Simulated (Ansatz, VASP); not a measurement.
# SiC: VASP beside Ansatz

INCAR

```
PREC = Accurate
ENCUT = 600
EDIFF = 1E-6
ISMEAR = 0
SIGMA = 0.01
LREAL = F
LASPH = T
NELM = 120
ALGO = Normal
ISIF = 2
LWAVE = F
LCHARG = F
GGA = PE
NBANDS = 46
GGA_COMPAT = F
```

Contents of KPOINTS:

```
Automatic mesh
0
Gamma
  1 1 1
```

File POSCAR:

```
SiC
1.0
    0.0000000000      4.3797259441     -4.3797259441
    4.3797259441      4.3797259441      0.0000000000
    4.3797259441      0.0000000000     -4.3797259441
Si C
8 8
Direct
    0.3750000000      0.3750000000      0.3750000000
    0.3750000000      0.8750000000      0.3750000000
    0.8750000000      0.3750000000      0.3750000000
    0.8750000000      0.8750000000      0.3750000000
    0.3750000000      0.3750000000      0.8750000000
    0.3750000000      0.8750000000      0.8750000000
    0.8750000000      0.3750000000      0.8750000000
    0.8750000000      0.8750000000      0.8750000000
    0.5000000000      0.5000000000      0.0000000000
    0.5000000000      0.0000000000      0.0000000000
    1.0000000000      0.5000000000      0.0000000000
    1.0000000000      0.0000000000      0.0000000000
    0.5000000000      0.5000000000      0.5000000000
    0.5000000000      0.0000000000      0.5000000000
    1.0000000000      0.5000000000      0.5000000000
    1.0000000000      0.0000000000      0.5000000000
```

Input for Ansatz:

```yaml
crystal:
  lattice:
    - [0.0, 4.3797259441, -4.3797259441]
    - [4.3797259441, 4.3797259441, 0.0]
    - [4.3797259441, 0.0, -4.3797259441]
  atoms:
    - { symbol: Si, position: [0.375, 0.375, 0.375] }
    - { symbol: Si, position: [0.375, 0.875, 0.375] }
    - { symbol: Si, position: [0.875, 0.375, 0.375] }
    - { symbol: Si, position: [0.875, 0.875, 0.375] }
    - { symbol: Si, position: [0.375, 0.375, 0.875] }
    - { symbol: Si, position: [0.375, 0.875, 0.875] }
    - { symbol: Si, position: [0.875, 0.375, 0.875] }
    - { symbol: Si, position: [0.875, 0.875, 0.875] }
    - { symbol: C, position: [0.5, 0.5, 0.0] }
    - { symbol: C, position: [0.5, 0.0, 0.0] }
    - { symbol: C, position: [1.0, 0.5, 0.0] }
    - { symbol: C, position: [1.0, 0.0, 0.0] }
    - { symbol: C, position: [0.5, 0.5, 0.5] }
    - { symbol: C, position: [0.5, 0.0, 0.5] }
    - { symbol: C, position: [1.0, 0.5, 0.5] }
    - { symbol: C, position: [1.0, 0.0, 0.5] }
basis:
  ecutwfc: 420
  xc_grid: 2
kpoints:
  mp_grid: { grid: [1, 1, 1], shift: [0.0, 0.0, 0.0] }
hamiltonian:
  xc: pbe
scf:
  occupations: { method: gaussian, width: 0.01 }
output:
  forces: true
  stress: true
  eigenvalues: true
```

Alike in both runs: task single point; functional PBE; k mesh 1 × 1 × 1; occupations gaussian, width 0.01 eV; no spin polarisation.

|  | VASP | Ansatz |
| --- | --- | --- |
| version | VASP 6.6.1 | Ansatz 0.2.0 |
| potentials or method | VASP PAW PBE potentials, release 64 (Si, C), cutoff 600 eV | scalar-relativistic, plane waves, PAW |
| valence electrons in the cell | 64 | 64 |

|  | VASP | Ansatz | Ansatz less VASP |
| --- | --- | --- | --- |
| gap on the k mesh at the Fermi level (eV) | 0.96 | 0.96 | +0.001 |
| least direct gap on the mesh (eV) | 0.96 | 0.96 | +0.001 |
| pressure (GPa) | 8.2 | 8.4 | +0.18 |

The k mesh is coarse, so the values compare programs but aren't converged.
